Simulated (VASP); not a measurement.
Set up this calculation in VASP 6.6.1, as the native input.

| Quantity | Value |
| --- | --- |
| Task | single point |
| Functional | PBE |
| Potentials or basis | VASP PAW PBE potentials, release 64 (Be, Te) |
| Cutoff | 520 eV |
| k mesh | 6 × 6 × 2 |
| Occupations | gaussian, width 0.01 eV |
| Spin | no spin polarisation |
| Dipole correction | no |
| Further INCAR settings | ALGO = Normal; EDIFF = 1e-06; NBANDS = 16 |

The structure of BeTe lies in POSCAR:

```
BeTe
1.0
    4.0308527926      0.0000000000      0.0000000000
   -2.0154263963      3.4908209173      0.0000000000
    0.0000000000      0.0000000000      8.1440402198
Be Te
2 2
Direct
    0.3333333333      0.6666666667      0.2500000000
    0.6666666667      0.3333333333      0.7500000000
    0.6666666667      0.3333333333      0.2500000000
    0.3333333333      0.6666666667      0.7500000000
```

These files were run (other wordings do the same):

INCAR

```
  ALGO = Normal
  EDIFF = 1E-6
  ENCUT = 520
  GGA = PE
  ISIF = 2
  ISMEAR = 0
  LASPH = T
  LCHARG = F
  LREAL = F
  LWAVE = F
  NBANDS = 16
  NELM = 80
  PREC = Accurate
  SIGMA = 0.01
```

KPOINTS

```
k-points
0
Gamma
  6 6 2
```

Potentials or basis: VASP PAW PBE potentials, release 64 (Be, Te).

Command:

```bash
$ cat potpaw_PBE.64/Be/POTCAR potpaw_PBE.64/Te/POTCAR > POTCAR
$ mpirun -np 1 vasp_std > vasp.out
```

Results of the run:

```json
{"Pressure": "0.4 GPa", "Band gap on the k mesh": "2.73 eV, indirect (least direct gap 2.88 eV)"}
```

Caveat: spin-orbit coupling is left out, which moves the levels of the heavy elements.

Run time: 12 s on 1 thread of AMD EPYC 9R45 96-Core Processor (Zen 5), on a shared host, peak memory 0.2 GiB.
